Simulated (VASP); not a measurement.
**Y: relaxation of cell and atoms with PBEsol**

The system is Y.

```xyz
1
Lattice="0.0000 2.4850 2.4850 2.4850 0.0000 2.4850 2.4850 2.4850 0.0000" Properties=species:S:1:pos:R:3 pbc="T T T"
Y     0.0000    0.0000    0.0000
```

```
Program                : VASP 6.6.1
Task                   : relaxation of cell and atoms
Functional             : PBEsol
Potentials or basis    : VASP PAW PBE potentials, release 64 (Y_sv)
Cutoff                 : 600 eV
k mesh                 : 10 × 10 × 10
Occupations            : fermi-dirac, width 0.1 eV
Spin                   : no spin polarisation
Target pressure        : 10 GPa
Dipole correction      : no
Further INCAR settings : ALGO = Normal; EDIFF = 1e-06; IBRION = 2; EDIFFG = -0.01; NSW = 80; ISIF = 3
```

The relaxed volume is 25.67 Å³/atom, the relaxed cell is a = 3.311 Å, b = 3.311 Å, c = 3.311 Å, α = 60.00°, β = 60.00°, γ = 60.00° and the space group after relaxing (to 0.05 Å) is Fm-3m (No. 225). The energy change on relaxing (the enthalpy is what falls) is +140.9 meV/atom and the ionic steps are 6. The pressure after relaxing is 10.0 GPa.

Step by step:
```csv
step,energy change (eV),largest force (eV/Å),pressure (GPa),volume (Å³)
1,0.0000,0.0000,0.10,30.69
2,0.3760,0.0000,19.06,23.02
3,0.1386,0.0000,9.85,25.70
4,0.1445,0.0000,10.16,25.61
5,0.1389,0.0000,9.87,25.70
6,0.1409,0.0000,9.99,25.67
```

Final structure:
```yaml
crystal:
  lattice:
    - [0.00000, 2.34125, 2.34125]
    - [2.34125, 0.00000, 2.34125]
    - [2.34125, 2.34125, 0.00000]
  atoms:
    - { symbol: Y, position: [0.00000, 0.00000, 0.00000] }
```

Levels at points of the mesh, in eV from the Fermi level:
```csv
k point,band 3,band 4,band 5,band 6,band 7,band 8
"(0.00, 0.00, 0.00)",-21.52,-21.52,-5.03,2.02,2.02,2.02
"(0.50, 0.00, 0.00)",-21.67,-21.67,-2.30,1.56,1.77,1.77
"(0.50, 0.50, 0.00)",-21.94,-21.94,-2.37,-1.39,3.42,6.70
```

Wall time 100 s on 1 thread of AMD EPYC 7R43 64-Core Processor (Zen 3), on a shared host, peak memory 0.16 GiB.

Caveat: the cell is relaxed towards a set pressure, so the enthalpy falls and the energy may rise; the volume moved by over 15 % at a fixed basis, so the end points are rough; the PAW data sets were made with another functional, which shifts forces and pressure a little.
